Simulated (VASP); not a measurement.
Si8O, 9 atoms in the cell. The cell holds a slab with vacuum, 9 atoms: a = 3.816 Å, b = 6.313 Å, c = 21.332 Å, α = 90.00°, β = 90.00°, γ = 90.00°. 

* Program: VASP 6.6.1
* Task: single point
* Functional: PBE
* Dispersion: D3(BJ)
* Potentials or basis: VASP PAW PBE potentials, release 64 (Si, O)
* Cutoff: 520 eV
* k mesh: 7 × 4 × 1
* Occupations: gaussian, width 0.05 eV
* Spin: collinear spin, ferromagnetic start
* Starting moments: [0.0, 0.0, 0.0, 0.0, 0.0, 0.0, 0.0, 0.0, 2.0] μB
* Dipole correction: yes
* Further INCAR settings: ALGO = Normal; EDIFF = 1e-06; NBANDS = 33

Potentials or basis: VASP PAW PBE potentials, release 64 (Si, O).

The run is started by

```bash
$ cat potpaw_PBE.64/Si/POTCAR potpaw_PBE.64/O/POTCAR > POTCAR
$ mpirun -np 1 vasp_std > vasp.out
```

Hardware: 1 thread of AMD EPYC 7R13 Processor (Zen 3), on a shared host.

**Question.** Estimate the wall time of this run.

**Answer.** It took 16 min on 1 thread of AMD EPYC 7R13 Processor (Zen 3), on a shared host, peak memory 0.8 GiB. Counts: scf iterations 42, k points 12.
